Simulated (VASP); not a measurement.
Here is a VASP 6.6.1 calculation.

Contents of INCAR:

```
  PREC = Accurate
  ENCUT = 520
  EDIFF = 1E-6
  ISMEAR = -1
  SIGMA = 0.05
  LREAL = F
  LASPH = T
  NELM = 100
  ALGO = Normal
  ISIF = 2
  LWAVE = F
  LCHARG = F
  GGA = RP
  NBANDS = 16
```

The input KPOINTS:

```
Automatic mesh
0
Gamma
  8 8 8
```

The input POSCAR:

```
CuI
1.0
    0.0000000000      3.0963541947      3.0963541947
    3.0963541947      0.0000000000      3.0963541947
    3.0963541947      3.0963541947      0.0000000000
I Cu
1 1
Direct
    0.0000000000      0.0000000000      0.0000000000
    0.7500000000      0.7500000000      0.7500000000
```

Potentials or basis: VASP PAW PBE potentials, release 64 (I, Cu).

Launch:

```sh
$ cat potpaw_PBE.64/I/POTCAR potpaw_PBE.64/Cu/POTCAR > POTCAR
$ mpirun -np 1 vasp_std > vasp.out
```

Estimate the pressure.

0.0 GPa.

Estimate the band gap on the k mesh.

1.12 eV.

Caveat: the PAW data sets were made with another functional, which shifts forces and pressure a little; spin-orbit coupling is left out, which moves the levels of the heavy elements.
